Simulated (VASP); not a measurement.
A run of VASP 6.6.1 is set up as follows.

INCAR

```
ALGO = Fast
EDIFF = 1E-6
ENCUT = 520
GGA = PS
ISIF = 2
ISMEAR = -1
IVDW = 12
LASPH = True
LCHARG = True
LELF = True
LREAL = False
LVHAR = True
LWAVE = False
NBANDS = 30
NELM = 100
PREC = Accurate
SIGMA = 0.05
```

Contents of KPOINTS:

```
k-points
0
Gamma
  11 11 3
```

File POSCAR:

```
Ag
1.0
    2.8221387025      0.0000000000      0.0000000000
   -1.4110693512      2.4440438094      0.0000000000
    0.0000000000      0.0000000000      9.3350436707
Ag
4
Direct
    0.0000000000      0.0000000000      0.5000000000
    0.0000000000      0.0000000000      0.0000000000
    0.6666666667      0.3333333333      0.7500000000
    0.3333333333      0.6666666667      0.2500000000
```

Potentials or basis: VASP PAW PBE potentials, release 64 (Ag).

Launch:

```bash
$ cat potpaw_PBE.64/Ag/POTCAR > POTCAR
$ mpirun -np 1 vasp_std > vasp.out
```

Q: What does it give for the band gap on the k mesh?

A: Zero (bands 22 and 23 overlap by 5.93 eV).

Q: Estimate the pressure.

A: -1.7 GPa.

Q: What does it give for the dispersion energy per atom?

A: -0.578 eV.

Caveat: three body term missing; the PAW data sets were made with another functional, which shifts forces and pressure a little.
